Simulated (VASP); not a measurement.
Write the native input for VASP 6.6.1 that does the following.

- Task: single point
- Functional: PBE
- Potentials or basis: VASP PAW PBE potentials, release 64 (Cd, Se)
- Cutoff: 520 eV
- k mesh: 8 × 8 × 8
- Occupations: fermi-dirac, width 0.02 eV
- Spin: no spin polarisation
- Dipole correction: no
- Further INCAR settings: ALGO = Normal; EDIFF = 1e-06; NBANDS = 16

The structure of CdSe lies in POSCAR:

```
CdSe
1.0
    0.0000000000      2.9450697268      3.2364023001
    2.9450697268      0.0000000000      3.2364023001
    2.9450697268      2.9450697268      0.0000000000
Cd Se
1 1
Direct
    0.0000000000      0.0000000000      0.0000000000
    0.2500000000      0.2500000000      0.2500000000
```

This cell differs from its parent crystal: epitaxial xy strain -4.0%.

The input as run:

INCAR

```
SYSTEM = CdSe
PREC = Accurate
ENCUT = 520
EDIFF = 1E-6
ISMEAR = -1
SIGMA = 0.02
LREAL = .FALSE.
LASPH = .TRUE.
NELM = 60
ALGO = Normal
ISIF = 2
LWAVE = .FALSE.
LCHARG = .FALSE.
GGA = PE
NBANDS = 16
```

KPOINTS

```
Automatic mesh
0
G
  8 8 8
  0 0 0
```

Potentials or basis: VASP PAW PBE potentials, release 64 (Cd, Se).

Launch:

```sh
$ cat potpaw_PBE.64/Cd/POTCAR potpaw_PBE.64/Se/POTCAR > POTCAR
$ mpirun -np 1 vasp_std > vasp.out
```

It gave:

The pressure is 3.1 GPa and the band gap on the k mesh is 0.47 eV, direct.

Caveat: the cell differs from its parent crystal (epitaxial xy strain -4.0%).

Wall time 69 s on 1 thread of AMD EPYC 7R43 64-Core Processor (Zen 3), on a shared host, peak memory 0.19 GiB.
